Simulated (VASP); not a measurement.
A run of VASP 6.6.1 is set up as follows.

File INCAR:

```
  PREC = Accurate
  ENCUT = 600
  EDIFF = 1E-7
  ISMEAR = 0
  SIGMA = 0.1
  LREAL = False
  LASPH = True
  NELM = 100
  ALGO = Normal
  ISIF = 3
  LWAVE = False
  LCHARG = False
  GGA = PE
  IBRION = 2
  NSW = 90
  EDIFFG = -0.04
```

KPOINTS

```
regular mesh
0
Gamma
  6 6 4
```

POSCAR

```
Al3C2
1.0
    4.4697779200      0.0000000000      0.0000000000
   -2.2348889600      3.8709412300      0.0000000000
    0.0000000000      0.0000000000      4.8919965200
Al C
3 2
Direct
    0.5000000000      0.0000000000      0.5000000000
    0.0000000000      0.5000000000      0.5000000000
    0.5000000000      0.5000000000      0.5000000000
    0.3333333300      0.6666666700      0.6901043000
    0.6666666700      0.3333333300      0.3098957000
```

Potentials or basis: VASP PAW PBE potentials, release 64 (Al, C).

The run is started by

```bash
$ cat potpaw_PBE.64/Al/POTCAR potpaw_PBE.64/C/POTCAR > POTCAR
$ mpirun -np 1 vasp_std > vasp.out
```

Q: Predict the relaxed volume.

A: 14.18 Å³/atom.

Q: Predict the relaxed cell.

A: a = 5.331 Å, b = 5.331 Å, c = 2.881 Å, α = 90.00°, β = 90.00°, γ = 120.00°.

Final structure:
```xyz
5
Lattice="5.3310 0.0000 0.0000 -2.6655 4.6168 0.0000 0.0000 0.0000 2.8814" Properties=species:S:1:pos:R:3 pbc="T T T"
Al    2.6655    0.0000    1.4407
Al   -1.3327    2.3084    1.4407
Al    1.3327    2.3084    1.4407
C     0.0000    3.0778    2.8779
C     2.6655    1.5389    0.0035
```

Caveat: the volume moved by over 15 % at a fixed basis, so the end points are rough.
